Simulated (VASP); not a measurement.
Here is a VASP 6.6.1 calculation.

Contents of INCAR:

```
  PREC = Accurate
  ENCUT = 500
  EDIFF = 1E-6
  ISMEAR = 0
  SIGMA = 0.1
  LREAL = False
  LASPH = True
  NELM = 120
  ALGO = Normal
  ISIF = 2
  LWAVE = False
  LCHARG = True
  GGA = PE
  LELF = True
  LVHAR = True
  NBANDS = 19
  GGA_COMPAT = False
```

KPOINTS

```
Automatic mesh
0
Gamma
  6 6 4
```

The input POSCAR:

```
B5P
1.0
    3.3015129375      0.0000000000      0.0000000000
   -1.6507564688      2.8591940748      0.0000000000
    0.0000000000      0.0000000000      6.1717461260
B P
5 1
Direct
    0.1658717266      0.8341282734      0.9541385141
    0.1658717266      0.3317434533      0.9541385141
    0.6682565467      0.8341282734      0.9541385141
    0.6666666667      0.3333333333      0.5212805090
    0.6666666667      0.3333333333      0.8095462865
    0.3333333333      0.6666666667      0.4345657121
```

Potentials or basis: VASP PAW PBE potentials, release 64 (B, P).

The run is started by

```console
$ cat potpaw_PBE.64/B/POTCAR potpaw_PBE.64/P/POTCAR > POTCAR
$ mpirun -np 1 vasp_std > vasp.out
```

**Question.** Predict the pressure.

**Answer.** -0.1 GPa.

**Question.** Estimate the largest force.

**Answer.** 0.033 eV/Å.

**Question.** Predict the band gap on the k mesh.

**Answer.** Zero (bands 10 and 11 overlap by 2.31 eV).

Stress tensor (GPa, compression positive):
```
-0.02  0.00  0.00
 0.00 -0.02  0.00
 0.00  0.00 -0.27
```

Caveat: the k points lie up to 0.37 Å⁻¹ apart, too coarse for converged energies and pressures of a metal; this functional lacks dispersion, which binds the layers, so the pressure and a relaxed spacing across them are unreliable.
